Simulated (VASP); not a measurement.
# GeIrSe: single point with LDA

The system is GeIrSe.

```xyz
12
Lattice="5.5685 0.4616 0.6529 -1.1975 7.1441 0.5480 0.7967 -0.8609 5.3241" Properties=species:S:1:pos:R:3 pbc="T T T"
Ge    1.7762   -0.2318    4.0995
Ge    4.9520    1.8432    2.0159
Ge    2.3223    1.2376    2.1885
Ge   -0.2523    6.5977    1.3229
Ir    5.1193    1.3235    4.6128
Ir    4.6869    4.6846    2.8126
Ir    3.2279    6.6148    3.1883
Ir    5.0890    3.8552    5.4984
Se    2.2345    5.4650    1.1486
Se    3.2863    2.8391    4.0306
Se    1.4608    4.5732    3.3646
Se    0.9691    3.1084    0.9015
```

```json
{"Program": "VASP 6.6.1", "Task": "single point", "Functional": "LDA", "Potentials or basis": "VASP PAW LDA potentials, release 64 (Ge_d, Ir, Se)", "Cutoff": "520 eV", "k mesh": "3 × 2 × 3", "Occupations": "fermi-dirac, width 0.1 eV", "Spin": "no spin polarisation", "Dipole correction": "no", "Further INCAR settings": "ALGO = Normal; EDIFF = 1e-06; NBANDS = 70"}
```

```json
{
 "Pressure": "2.8 GPa",
 "Largest force": "3.019 eV/Å",
 "Band gap on the k mesh": "zero (bands 58 and 59 overlap by 0.02 eV)"
}
```

Forces in eV/Å, atoms in the order of the input:
```
Ge  -0.333  0.110 -1.027
Ge  -1.466 -0.042 -0.237
Ge   0.454 -0.388 -0.515
Ge   0.351 -1.805  0.830
Ir   0.346 -0.468 -0.150
Ir   1.322 -0.805 -0.031
Ir  -1.357  1.622  1.216
Ir   0.813 -0.285 -0.223
Se   1.327  1.313 -0.521
Se   1.649  0.053 -0.356
Se  -2.352  0.506  1.823
Se  -0.755  0.188 -0.808
```

Stress tensor (GPa, compression positive):
```
 2.46 -3.12 -1.68
-3.12  3.81 -1.16
-1.68 -1.16  2.13
```

Levels at points of the mesh, in eV from the Fermi level:
| k point | band 56 | band 57 | band 58 | band 59 | band 60 | band 61 |
| --- | --- | --- | --- | --- | --- | --- |
| (0.00, 0.00, 0.00) | -0.56 | -0.43 | -0.24 | 0.07 | 0.23 | 0.59 |
| (0.00, 0.50, 0.00) | -0.63 | -0.56 | -0.08 | 0.15 | 0.60 | 0.76 |

It took 5.8 min on 1 thread of Intel(R) Xeon(R) Platinum 8259CL CPU @ 2.50GHz (Skylake/Cascade Lake), on a shared host, peak memory 0.32 GiB.

Caveat: the k points lie up to 0.44 Å⁻¹ apart; spin-orbit coupling is left out, which moves the levels of the heavy elements.
